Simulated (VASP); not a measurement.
# H3CN: single point with PBE+D3(BJ)

H3CN:

```
CELL_PARAMETERS angstrom
8.43433 0.00000 0.00000
0.00000 8.43433 0.00000
0.00000 0.00000 8.43433
ATOMIC_POSITIONS crystal
N 0.05715 0.76733 0.78199
N 0.18720 0.74072 0.80120
N 0.71452 0.56114 0.24762
N 0.80589 0.60582 0.16949
N 0.55787 0.38601 0.01647
N 0.48742 0.28524 0.04287
N 0.27722 0.75876 0.37371
N 0.31665 0.82973 0.26708
C 0.86364 0.01981 0.62210
C 0.76969 0.04280 0.47112
C 0.02072 0.15011 0.08576
C 0.12685 0.29052 0.14823
C 0.23841 0.13200 0.57347
C 0.20910 0.25792 0.69057
C 0.71038 0.46777 0.61714
C 0.53248 0.48970 0.61940
H 0.80002 0.97034 0.72360
H 0.96483 0.93391 0.58424
H 0.89864 0.13457 0.67046
H 0.86859 0.14531 0.39294
H 0.73255 0.93460 0.39995
H 0.66260 0.12422 0.47903
H 0.91343 0.17492 0.04000
H 0.10431 0.11757 0.98661
H 0.02918 0.04977 0.18840
H 0.26583 0.29006 0.16049
H 0.08047 0.41399 0.13325
H 0.09640 0.30620 0.27594
H 0.16866 0.03547 0.62362
H 0.18627 0.14083 0.44350
H 0.35296 0.07632 0.57436
H 0.27790 0.36905 0.72277
H 0.09158 0.29934 0.71390
H 0.20417 0.17637 0.80315
H 0.77123 0.48931 0.50402
H 0.74871 0.54889 0.70745
H 0.70901 0.34673 0.65577
H 0.45155 0.41494 0.68730
H 0.49842 0.62011 0.69023
H 0.49451 0.49178 0.50198
```

- Program: VASP 6.6.1
- Task: single point
- Functional: PBE
- Dispersion: D3(BJ)
- Potentials or basis: VASP PAW PBE potentials, release 64 (N_h, C_h, H_h)
- Cutoff: 1000 eV
- k mesh: 1 × 1 × 1
- Occupations: fermi-dirac, width 0.05 eV
- Spin: no spin polarisation
- Dipole correction: no
- Further INCAR settings: LREAL = Auto; ALGO = Normal; EDIFF = 1e-06; NBANDS = 74

```yaml
Pressure: -0.4 GPa
Largest_force: 7.474 eV/Å
Band_gap_on_the_k_mesh: 4.45 eV
Dispersion_energy_per_atom: -0.034 eV
```

Forces on the atoms (eV/Å):
```
N    3.608 -1.025  0.746
N   -3.466  0.725 -0.487
N   -2.219 -0.955  1.882
N    2.350  1.188 -1.910
N    3.818  5.517 -1.663
N   -3.592 -5.716  1.364
N    1.015  1.881 -2.841
N   -1.024 -1.893  2.827
C    0.301 -1.384 -0.546
C    0.815  3.223 -2.086
C    6.910 -1.733  2.259
C   -0.542  1.632  2.866
C   -1.681 -0.939 -2.691
C    0.205  0.140  4.098
C   -0.978 -0.219  0.812
C   -1.021  4.227  2.244
H   -0.315 -0.674 -0.141
H   -1.095  1.466  1.047
H    0.691  0.074 -0.327
H   -2.389 -2.762  1.081
H    0.745  0.950  0.551
H    0.659 -0.804  0.257
H   -3.346  0.895 -0.908
H   -1.109 -0.846  0.280
H   -0.627  1.628 -2.242
H   -2.409 -0.478 -0.982
H    0.519 -0.400 -1.461
H    0.210 -0.689  0.329
H   -0.254 -0.371 -0.352
H    1.132  0.338  1.786
H    1.055  0.350 -0.255
H   -0.151 -1.374 -0.850
H   -1.395  0.298 -1.073
H    0.899  1.535 -0.625
H   -0.305 -0.184  0.280
H    1.154  0.003  0.503
H    1.545 -0.906  0.177
H    1.016 -0.633 -0.064
H    0.587 -2.435 -2.051
H   -1.314  0.351 -1.832
```

Stress tensor (GPa, compression positive):
```
 0.40  0.32  0.79
 0.32 -0.97 -0.39
 0.79 -0.39 -0.78
```

Levels at points of the mesh, in eV from the valence-band top:
```tsv
k point	band 45	band 46	band 47	band 48	band 49	band 50	band 51	band 52
(0.00, 0.00, 0.00)	-0.77	-0.44	-0.20	0.00	4.45	4.48	4.57	4.60
```

Run time: 4.4 min on 1 thread of AMD EPYC 7R13 Processor (Zen 3) (shared host), peak memory 1.2 GiB.

Caveat: the k points lie up to 0.74 Å⁻¹ apart.
